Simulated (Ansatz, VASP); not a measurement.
**TiO2 in VASP and in Ansatz**

```xyz
12
Lattice="-4.3508 4.3508 1.8498 4.3508 -4.3508 1.8498 4.3508 4.3508 -1.8498" Properties=species:S:1:pos:R:3 pbc="T T T"
Ti    4.3259   -1.8075    1.8498
Ti    2.5433    0.0248    0.0000
Ti    1.8075    4.3259    1.8498
Ti    0.0248    6.1582    0.0000
O     3.0387   -0.0099    1.8498
O     1.3888    1.4067    0.0000
O     4.3409    1.3121    0.0000
O     7.2948    1.3888    0.0000
O    -2.9441    2.9620    1.8498
O     0.0099    3.0387    1.8498
O     2.9620    2.9441    1.8498
O     1.3121    4.3606    0.0000
```

Alike in both runs: task single point; functional PBE; k mesh 6 × 6 × 6; occupations fermi-dirac, width 0.05 eV; no spin polarisation.

```csv
,VASP,Ansatz
version,VASP 6.6.1,Ansatz 0.2.0
potentials or method,"VASP PAW PBE potentials, release 64 (Ti_sv, O)",Ansatz PAW
plane-wave cutoff (eV),520,420
valence electrons in the cell,96,96
```

|  | VASP | Ansatz | Ansatz less VASP |
| --- | --- | --- | --- |
| gap on the k mesh at the Fermi level (eV) | 1.62 | 1.64 | +0.018 |
| least direct gap on the mesh (eV) | 2.37 | 2.38 | +0.018 |
| pressure (GPa) | 8.2 | 7.5 | -0.63 |
| traceless stress, the component that is largest in VASP (GPa) | 5.14 | 5.17 | +0.029 |
| rms of the force components (eV/Å) | 0.203 | 0.228 | +0.0251 |

Atom by atom the forces differ by 0.026 eV/Å (rms over components).
